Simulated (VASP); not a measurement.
Set up this calculation in VASP 6.6.1, as the native input.

```
Task                   : electric field gradients
Functional             : LDA
Potentials or basis    : VASP PAW LDA potentials, release 64 (Te)
Cutoff                 : 520 eV
k mesh                 : 9 × 9 × 6
Occupations            : fermi-dirac, width 0.08 eV
Spin                   : no spin polarisation
Dipole correction      : no
Further INCAR settings : ALGO = Normal; EDIFF = 1e-08; NBANDS = 16
```

The structure of Te lies in POSCAR:

```
Te
1.0
    4.3977488370      0.0000000000      0.0000000000
   -2.1988744185      3.8085622123      0.0000000000
    0.0000000000      0.0000000000      5.8449226162
Te
3
Direct
    0.7450000000      0.0000000000      0.3333333333
    0.0000000000      0.7450000000      0.6666666667
    0.2550000000      0.2550000000      0.0000000000
```

This cell differs from its parent crystal: volume scaled by 0.96.

These files were run (other wordings do the same):

INCAR

```
SYSTEM = Te
  PREC = Accurate
  ENCUT = 520
  EDIFF = 1E-8
  ISMEAR = -1
  SIGMA = 0.08
  LREAL = .FALSE.
  LASPH = .TRUE.
  NELM = 100
  ALGO = Normal
  ISIF = 2
  LWAVE = .FALSE.
  LCHARG = .FALSE.
  GGA = CA
  LEFG = .TRUE.
  NBANDS = 16
```

KPOINTS

```
regular mesh
0
G
  9 9 6
  0 0 0
```

Potentials or basis: VASP PAW LDA potentials, release 64 (Te).

Launch:

```sh
$ cat potpaw_LDA.64/Te/POTCAR > POTCAR
$ mpirun -np 1 vasp_std > vasp.out
```

It gave:

```json
{
  "Pressure": "2.1 GPa",
  "Largest force": "0.824 eV/Å"
}
```

Caveat: without QUAD_EFG the Cq values of the log hold for a quadrupole moment of 1 mb, not for the nuclei.

Run time: 91 s on 1 thread of Intel(R) Xeon(R) Platinum 8259CL CPU @ 2.50GHz (Skylake/Cascade Lake), on a shared host, peak memory 0.23 GiB.
